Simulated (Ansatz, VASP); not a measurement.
GaAs in VASP and in Ansatz

```
Ga As
1.0
     0.00000    2.87180    2.87180
     2.87180    0.00000    2.87180
     2.87180    2.87180    0.00000
Ga As
1 1
Cartesian
  0.0000 0.0000 0.0000
  1.4359 1.4359 1.4359
```

Alike in both runs: task single point; functional PBE; k mesh 12 × 12 × 12; occupations fermi-dirac, width 0.15 eV; non-collinear spin, spin-orbit coupling.

```csv
,VASP,Ansatz
version,VASP 6.6.1,Ansatz 0.2.0
potentials or method,"VASP PAW PBE potentials, release 64 (Ga_d, As), cutoff 520 eV","plane waves, PAW"
valence electrons in the cell,18,28
```

```tsv
	VASP	Ansatz	Ansatz less VASP
pressure (GPa)	0.2	0.1	-0.14
```

The functional is the same, so the differences come from potentials, cutoffs and numerics. VASP's potentials hold 18 valence electrons a cell and Ansatz's 28, so a difference there can come from the potentials and not from the codes.
